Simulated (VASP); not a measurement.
Be2ZnSe3:

```
Be Zn Se
1.0
     3.10225   -5.57499    0.00000
     3.10225    5.57499    0.00000
     0.00000    0.00000    3.34173
Be Zn Se
2 1 3
Direct
  0.50000 0.00000 0.50000
  0.00000 0.50000 0.50000
  0.00000 0.00000 0.00000
  0.79374 0.20626 0.00000
  0.20626 0.79374 0.00000
  0.50000 0.50000 0.50000
```

The cell was built from a structure type or drawn by symmetry, and may not be a known phase.

- Program: VASP 6.6.1
- Task: relaxation of cell and atoms
- Functional: PBE
- Potentials or basis: VASP PAW PBE potentials, release 64 (Be, Zn, Se)
- Cutoff: 600 eV
- k mesh: 4 × 4 × 6
- Occupations: gaussian, width 0.1 eV
- Spin: no spin polarisation

At the start: pressure 0.5 GPa; volume 19.27 Å³/atom.

Problem. Where does the relaxation end?

Solution. Over 4 steps the energy falls by 2.9 meV/atom and the volume is 19.37 Å³/atom (+0.5 %); space group Cmmm (No. 65, to 0.1 Å) before and after.

Step by step:
```tsv
step	energy change (eV)	largest force (eV/Å)	pressure (GPa)	volume (Å³)
1	0.0000	0.1247	0.52	115.59
2	-0.0157	0.0210	-0.16	116.62
3	-0.0162	0.0038	-0.35	116.87
4	-0.0173	0.0397	-0.01	116.23
```

Final structure:
```xyz
6
Lattice="3.0782 -5.5532 0.0000 3.0782 5.5532 0.0000 0.0000 0.0000 3.3997" Properties=species:S:1:pos:R:3 pbc="T T T"
Be    1.5391   -2.7766    1.6998
Be    4.6173   -2.7766    1.6998
Zn    3.0782   -5.5532    0.0000
Se    3.0782   -3.2545    0.0000
Se    3.0782    3.2545    0.0000
Se    3.0782    0.0000    1.6998
```
